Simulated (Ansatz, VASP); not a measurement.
## Zn in VASP and in Ansatz

```
Zn
1.0
     2.61962    0.00000    0.00000
    -1.30981    2.26866    0.00000
     0.00000    0.00000    4.86284
Zn
2
Direct
  0.33333 0.66667 0.25000
  0.66667 0.33333 0.75000
```

Change from the starting cell: volume scaled by 0.95.

Alike in both runs: task single point; functional PBEsol; k mesh 18 × 18 × 8; occupations fermi-dirac, width 0.03 eV; no spin polarisation.

|  | VASP | Ansatz |
| --- | --- | --- |
| version | VASP 6.6.1 | Ansatz 0.2.0 |
| potentials or method | VASP PAW PBE potentials, release 64 (Zn), cutoff 520 eV | all-electron LAPW, scalar-relativistic |

|  | VASP | Ansatz | Ansatz less VASP |
| --- | --- | --- | --- |
| pressure (GPa) | -1.2 | -1.6 | -0.43 |
| traceless stress, the component that is largest in VASP (GPa) | 0.48 | 0.63 | +0.144 |

VASP's potentials were made for PBE, not for PBEsol. Ansatz ran all-electron here, and VASP with PAW potentials.
